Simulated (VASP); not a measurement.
# Ti6C in VASP: further runs

The runs below take Ti6C through relaxation of the atoms, with PBE.

Everything below comes from runs of VASP 6.6.1. Logs are shortened: lines on timing, memory, paths and dates and some standing lists are left out, and cuts for length are marked.

## Step 1: The cell of the first run

The cell holds a slab with vacuum, 7 atoms: a = 2.832 Å, b = 4.579 Å, c = 22.051 Å, α = 90.00°, β = 90.00°, γ = 90.00°.

## Step 2: Relaxation of the atoms, PBE

INCAR reads:

```
ALGO = Normal ; DIPOL = 0.5 0.5 0.353
EDIFF = 1E-7 ; EDIFFG = -0.025
ENCUT = 520 ; GGA = PE
GGA_COMPAT = False ; IBRION = 2
IDIPOL = 3 ; ISIF = 2
ISMEAR = 0 ; KPAR = 4
LASPH = True ; LCHARG = False
LDIPOL = True ; LREAL = False
LWAVE = False ; NELM = 120
NELMDL = -8 ; NELMIN = 4
NSW = 36 ; PREC = Accurate
SIGMA = 0.1
```

KPOINTS reads:

```
k-points
0
Gamma
  9 6 1
```

POSCAR reads:

```
Ti6C
1.0
    2.8319727860      0.0000000000      0.0000000000
    0.0000000000      4.5793473380      0.0000000000
    0.0000000000      0.0000000000     22.0506909065
Ti C
6 1
Selective dynamics
Direct
    0.5000000000      0.0000000000      0.1814002118  F F F
    0.0000000000      0.5000000000      0.2413504290  F F F
    0.5000000000      0.0000000000      0.3013006462  F F F
    0.5000000000      0.5000000000      0.3625816208  F F F
    0.0000000000      0.0000000000      0.4208167734  F F F
    0.5000000000      0.5000000000      0.4784743912  F F F
    0.5000000000      1.0000000000      0.4839163975  F F T
```

Potentials or basis: VASP PAW PBE potentials, release 64 (Ti_sv, C).

On the command line:

```bash
$ cat potpaw_PBE.64/Ti_sv/POTCAR potpaw_PBE.64/C/POTCAR > POTCAR
$ mpirun -np 4 vasp_std > vasp.out
```

OUTCAR:

```text
EDIFF = 1E-7
   EDIFFG = -0.025
   ENCUT = 520
   GGA = PE
   IBRION = 2
   ISIF = 2
   ISMEAR = 0
   LASPH = True
   LREAL = False
   NELM = 120
   NELMDL = -8
   NELMIN = 4
   NSW = 36
   PREC = Accurate

 ion  position               nearest neighbor table
   1  0.500  0.000  0.181-   3 2.64
   2  0.000  0.500  0.241-
   3  0.500  0.000  0.301-   1 2.64   4 2.66   4 2.66
   4  0.500  0.500  0.363-   6 2.56   3 2.66   3 2.66
   5  0.000  0.000  0.421-   7 1.99   7 1.99
   6  0.500  0.500  0.478-   7 2.29   7 2.29   4 2.56
   7  0.500  0.000  0.484-   5 1.99   5 1.99   6 2.29   6 2.29

  LATTYP: Found a simple orthorhombic cell.
 ALAT       =     2.8319727860
 B/A-ratio  =     1.6170167173
 C/A-ratio  =     7.7863357358

  Lattice vectors:

 A1 = (   2.8319727860,   0.0000000000,   0.0000000000)
 A2 = (   0.0000000000,   4.5793473380,   0.0000000000)
 A3 = (   0.0000000000,   0.0000000000,  22.0506909065)

Analysis of symmetry for initial positions (statically):
=====================================================================
 Subroutine PRICEL returns:
 Original cell was already a primitive cell.

 Routine SETGRP: Setting up the symmetry group for a
 simple orthorhombic supercell.

 Subroutine GETGRP returns: Found  4 space group operations
 (whereof  4 operations were pure point group operations)
 out of a pool of  8 trial point group operations.

The static configuration has the point symmetry C_2v.

Analysis of symmetry for dynamics (positions and initial velocities):
=====================================================================
 Subroutine PRICEL returns:
 Original cell was already a primitive cell.

 Routine SETGRP: Setting up the symmetry group for a
 simple orthorhombic supercell.

 Subroutine GETGRP returns: Found  4 space group operations
 (whereof  4 operations were pure point group operations)
 out of a pool of  8 trial point group operations.

The dynamic configuration has the point symmetry C_2v.

Analysis of constrained symmetry for selective dynamics:
=====================================================================
 Subroutine PRICEL returns:
 Original cell was already a primitive cell.

 Routine SETGRP: Setting up the symmetry group for a
 simple orthorhombic supercell.

 Subroutine GETGRP returns: Found  4 space group operations
 (whereof  4 operations were pure point group operations)
 out of a pool of  8 trial point group operations.

The constrained configuration has the point symmetry C_2v.

 Subroutine INISYM returns: Found  4 space group operations
 (whereof  4 operations are pure point group operations),
 and found     1 'primitive' translations

----------------------------------------------------------------------------------------

                                     Primitive cell

  volume of cell :     285.9663

  direct lattice vectors                    reciprocal lattice vectors
     2.831972786  0.000000000  0.000000000     0.353110738  0.000000000  0.000000000
     0.000000000  4.579347338  0.000000000     0.000000000  0.218371730  0.000000000
     0.000000000  0.000000000 22.050690907     0.000000000  0.000000000  0.045350053

  length of vectors
     2.831972786  4.579347338 22.050690907     0.353110738  0.218371730  0.045350053

  position of ions in fractional coordinates (direct lattice)
     0.500000000  0.000000000  0.181400212
     0.000000000  0.500000000  0.241350429
     0.500000000  0.000000000  0.301300646
     0.500000000  0.500000000  0.362581621
     0.000000000  0.000000000  0.420816773
     0.500000000  0.500000000  0.478474391
     0.500000000  0.000000000  0.483916398

[... 35 lines left out ...]

 Following reciprocal coordinates:
            Coordinates               Weight
  0.000000  0.000000  0.000000      1.000000
  0.111111  0.000000  0.000000      2.000000
  0.222222  0.000000  0.000000      2.000000
  0.333333  0.000000  0.000000      2.000000
  0.444444  0.000000  0.000000      2.000000
  0.000000  0.166667  0.000000      2.000000
[... 12 lines left out ...]
  0.333333  0.500000  0.000000      2.000000
  0.444444  0.500000  0.000000      2.000000
   k-points           NKPTS =     20   k-points in BZ     NKDIM =     20   number of bands    NBANDS=     45
   number of dos      NEDOS =    301   number of ions     NIONS =      7
   total plane-waves  NPLWV = 145152
   dimension x,y,z NGX =    24 NGY =   36 NGZ =  168
   dimension x,y,z NGXF=    48 NGYF=   72 NGZF=  336
   ions per type =               6   1
   NGX,Y,Z   is equivalent  to a cutoff of  14.09, 13.07, 12.67 a.u.
   NGXF,Y,Z  is equivalent  to a cutoff of  28.18, 26.14, 25.33 a.u.
 SYSTEM =  unknown system
   PREC   = accura    normal or accurate (medium, high low for compatibility)
   ISTART =      0    job   : 0-new  1-cont  2-samecut
   ICHARG =      2    charge: 1-file 2-atom 10-const
   ISPIN  =      1    spin polarized calculation?
   LNONCOLLINEAR =      F non collinear calculations
   LSORBIT =      F    spin-orbit coupling
   LASPH  =      T    aspherical Exc in radial PAW
   ENCUT  =  520.0 eV  38.22 Ry    6.18 a.u.   5.27  8.51 41.00*2*pi/ulx,y,z
   NELM   =    120;   NELMIN=  4; NELMDL= -8     # of ELM steps
   EDIFF  = 0.1E-06   stopping-criterion for ELM
   LREAL  =      F    real-space projection
   EDIFFG = -.3E-01   stopping-criterion for IOM
   NSW    =     36    number of steps for IOM
   IBRION =      2    ionic relax: 0-MD 1-quasi-New 2-CG
   NFREE  =      1    steps in history (QN), initial steepest desc. (CG)
   ISIF   =      2    stress and relaxation
   ISYM   =      2    0-nonsym 1-usesym 2-fastsym
   POTIM  = 0.5000    time-step for ionic-motion
   TEBEG  =    0.0;   TEEND  =   0.0 temperature during run
   PSTRESS=    0.0 pullay stress
   NELECT =      76.0000    total number of electrons
   NUPDOWN=      -1.0000    fix difference up-down
   EMIN   =  10.00;   EMAX   =-10.00  energy-range for DOS
   EFERMI =   0.00;   METHOD = LEGACY
   ISMEAR =     0;   SIGMA  =   0.10  broadening in eV -4-tet -1-fermi 0-gaus
   EFERMI_NEDOS =   21; number of points for ismear=-14 and -15
   IALGO  =     38    algorithm
   IMIX   =      4    mixing-type and parameters
     AMIX     =   0.40;   BMIX     =  1.00
     AMIX_MAG =   1.60;   BMIX_MAG =  1.00
  volume/ion in A,a.u.               =      40.85       275.69
  Fermi-wavevector in a.u.,A,eV,Ry     =   1.052546  1.989023 15.073256  1.107853
  Thomas-Fermi vector in A             =   2.187633
   LORBIT       =      0    0 simple, 1 ext, 2 COOP (PROOUT), +10 PAW based schemes
   GGA     = PE    functional components
   LHFCALC =     F    Hartree Fock is set to
   AEXX    =    0.0000 exact exchange contribution
   IVDW    =     0    specifies the selected vdW correction
   LEPSILON=     F    determine dielectric tensor
   LRPA    =     F    only Hartree local field effects (RPA)
 conjugate gradient relaxation of ions
 non-spin polarized calculation
 Gauss-broadening in eV      SIGMA  =   0.10
  energy-cutoff  :      520.00
  volume of cell :      285.97
 maximum number of plane-waves:      7748
 NGX is ok and might be reduce to    24
   NGX = 11   NGY = 17   NGZ = 81

 dipolmoment           0.000000      0.000000     -0.073326 electrons x Angstroem

--------------------------------------- Ionic step        1  -------------------------------------------

 number of electron      75.9999999 magnetization

 Free energy of the ion-electron system (eV)
  ---------------------------------------------------
  ext. energy  EPLUGINS =         0.00000000
  ---------------------------------------------------
  free energy    TOTEN  =       -52.05896213 eV

  energy without entropy =      -52.01400318  energy(sigma->0) =      -52.03648266

------------------------ aborting loop because EDIFF is reached ----------------------------------------

  FORCE on cell =-STRESS in cart. coord.  units (eV):
  Direction    XX          YY          ZZ          XY          YZ          ZX
  --------------------------------------------------------------------------------------
  -------------------------------------------------------------------------------------
  Total        3.8262081     -8.7365359      0.9461355      0.0000000      0.0000000      0.0000000
  in kB       21.4370147    -48.9480041      5.3008934      0.0000000      0.0000000      0.0000000
  external PRESSURE =      -7.4033653 kB  Pullay stress =       0.0000000 kB
[... 30 lines left out ...]
 number of electron      75.9999999 magnetization

------------------------ aborting loop because EDIFF is reached ----------------------------------------

 vacuum level on the upper side and lower side of the slab       (xc-potential included)        -0.045        -0.393

  FORCE on cell =-STRESS in cart. coord.  units (eV):
  Direction    XX          YY          ZZ          XY          YZ          ZX
  --------------------------------------------------------------------------------------
  -------------------------------------------------------------------------------------
  Total        3.7288866     -8.7664093      0.8700288      0.0000000      0.0000000      0.0000000
  in kB       20.8917537    -49.1153748      4.8744916      0.0000000      0.0000000      0.0000000
  external PRESSURE =      -7.7830432 kB  Pullay stress =       0.0000000 kB
[... 28 lines left out ...]
--------------------------------------- Ionic step        3  -------------------------------------------

 number of electron      75.9999999 magnetization

 dipolmoment           0.000000      0.000000      0.025411 electrons x Angstroem

 Free energy of the ion-electron system (eV)
  ---------------------------------------------------
  ext. energy  EPLUGINS =         0.00000000
  ---------------------------------------------------
  free energy    TOTEN  =       -52.05956820 eV

  energy without entropy =      -52.01491169  energy(sigma->0) =      -52.03723994

 E-fermi :   0.9842     XC(G=0):  -5.3090

 val. band max:        0.9793077745   @ k =   0.2222   0.5000   0.0000
 cond. band min:       0.9858884409   @ k =   0.2222   0.1667   0.0000
 fundamental gap:      0.0065806664
 Fermi energy:         0.9841867200

 k-point     1 :       0.0000    0.0000    0.0000
  band No.  band energies     occupation
      1     -55.9797      2.00000
      2     -55.8895      2.00000
      3     -55.8656      2.00000
      4     -55.6002      2.00000
      5     -55.4501      2.00000
      6     -55.3091      2.00000
[... 949 lines left out ...]
     44       2.0317      0.00000
     45       2.0411      0.00000

------------------------ aborting loop because EDIFF is reached ----------------------------------------

 vacuum level on the upper side and lower side of the slab       (xc-potential included)         0.120        -0.301

  FORCE on cell =-STRESS in cart. coord.  units (eV):
  Direction    XX          YY          ZZ          XY          YZ          ZX
  --------------------------------------------------------------------------------------
  -------------------------------------------------------------------------------------
  Total        3.6261898     -8.8021117      0.7927579      0.0000000      0.0000000      0.0000000
  in kB       20.3163765    -49.3154038      4.4415676      0.0000000      0.0000000      0.0000000
  external PRESSURE =      -8.1858199 kB  Pullay stress =       0.0000000 kB
[... 22 lines left out ...]
  FREE ENERGIE OF THE ION-ELECTRON SYSTEM (eV)
  ---------------------------------------------------
  free  energy   TOTEN  =       -52.0595681984 eV

  energy  without entropy=      -52.0149116876  energy(sigma->0) =      -52.03723994

 reached required accuracy - stopping structural energy minimisation

 vacuum level on the upper side and lower side of the slab         4.709         4.297
```

Run time: 5.5 min. Hardware: 4 MPI ranks of Intel Xeon Platinum 8488C (Sapphire Rapids), shared host; peak memory 0.5 GiB.

Results:

```yaml
Free_energy: -52.0596 eV
Energy_gained_by_relaxing: 0.1 meV/atom
Ionic_steps: 3
Band_gap_on_the_k_mesh: zero (bands 38 and 39 overlap by 0.15 eV)
```

The path:
| step | energy change (eV) | largest force on free atoms (eV/Å) | pressure (GPa) |
| --- | --- | --- | --- |
| 1 | 0.0000 | 0.1149 | -0.74 |
| 2 | -0.0005 | 0.0552 | -0.78 |
| 3 | -0.0006 | 0.0083 | -0.82 |

Final structure:
```cif
data_structure
_symmetry_space_group_name_H-M 'P 1'
_symmetry_Int_Tables_number 1
_cell_length_a 2.8320
_cell_length_b 4.5793
_cell_length_c 22.0507
_cell_angle_alpha 90.000
_cell_angle_beta 90.000
_cell_angle_gamma 90.000
_cell_volume 285.97
loop_
_atom_site_label
_atom_site_type_symbol
_atom_site_fract_x
_atom_site_fract_y
_atom_site_fract_z
_atom_site_occupancy
Ti1 Ti 0.50000 0.00000 0.18140 1
Ti2 Ti 0.00000 0.50000 0.24135 1
Ti3 Ti 0.50000 0.00000 0.30130 1
Ti4 Ti 0.50000 0.50000 0.36258 1
Ti5 Ti 0.00000 0.00000 0.42082 1
Ti6 Ti 0.50000 0.50000 0.47847 1
C1 C 0.50000 0.00000 0.48444 1
```

## Step 3: Relaxation of the atoms, PBE

INCAR reads:

```
SYSTEM = Ti6C
  ALGO = Normal
  DIPOL = 0.5 0.5 0.367
  EDIFF = 1E-7
  EDIFFG = -0.025
  ENCUT = 520
  GGA = PE
  GGA_COMPAT = .FALSE.
  IBRION = 2
  IDIPOL = 3
  ISIF = 2
  ISMEAR = 0
  KPAR = 4
  LASPH = .TRUE.
  LCHARG = .FALSE.
  LDIPOL = .TRUE.
  LREAL = .FALSE.
  LWAVE = .FALSE.
  NELM = 120
  NELMDL = -8
  NELMIN = 4
  NSW = 36
  PREC = Accurate
  SIGMA = 0.1
```

KPOINTS reads:

```
k-points
0
G
  9 6 1
  0 0 0
```

POSCAR: that of step 2 with these lines changed.

```diff
@@ -15,2 +15,2 @@
     0.5000000000      0.5000000000      0.4784743912  F F F
-    0.5000000000      1.0000000000      0.4839163975  F F T
+    0.5000000000      0.5000000000      0.5855005161  F F T
```

Potentials or basis: VASP PAW PBE potentials, release 64 (Ti_sv, C).

On the command line:

```bash
$ cat potpaw_PBE.64/Ti_sv/POTCAR potpaw_PBE.64/C/POTCAR > POTCAR
$ mpirun -np 4 vasp_std > vasp.out
```

It took 13 min on 4 MPI ranks of AMD EPYC 7R13 (Zen 3), shared host; peak memory 0.51 GiB.

Results (log left out):

- Free energy: -48.0748 eV
- Energy gained by relaxing: 100.6 meV/atom
- Ionic steps: 7
- Band gap on the k mesh: zero (bands 38 and 39 overlap by 0.34 eV)

Step by step:
| step | energy change (eV) | largest force on free atoms (eV/Å) | pressure (GPa) |
| --- | --- | --- | --- |
| 1 | 0.0000 | 2.1921 | -2.98 |
| 2 | -0.2276 | 2.0895 | -2.81 |
| 3 | -0.6970 | 0.4076 | -1.72 |
| 4 | -0.6930 | 0.5647 | -1.26 |
| 5 | -0.7043 | 0.0392 | -1.54 |
| 6 | -0.7042 | 0.0749 | -1.49 |
| 7 | -0.7044 | 0.0001 | -1.52 |

Final structure:
```
Ti C
1.0
     2.83197    0.00000    0.00000
     0.00000    4.57935    0.00000
     0.00000    0.00000   22.05069
Ti C
6 1
Direct
  0.50000 0.00000 0.18140
  0.00000 0.50000 0.24135
  0.50000 0.00000 0.30130
  0.50000 0.50000 0.36258
  0.00000 0.00000 0.42082
  0.50000 0.50000 0.47847
  0.50000 0.50000 0.56472
```

Levels at points of the mesh, in eV from the Fermi level:
| k point | band 36 | band 37 | band 38 | band 39 | band 40 | band 41 |
| --- | --- | --- | --- | --- | --- | --- |
| (0.00, 0.00, 0.00) | -0.31 | -0.29 | 0.01 | 0.23 | 0.26 | 0.31 |
| (0.00, 0.50, 0.00) | -0.29 | -0.26 | 0.20 | 0.20 | 0.30 | 0.34 |
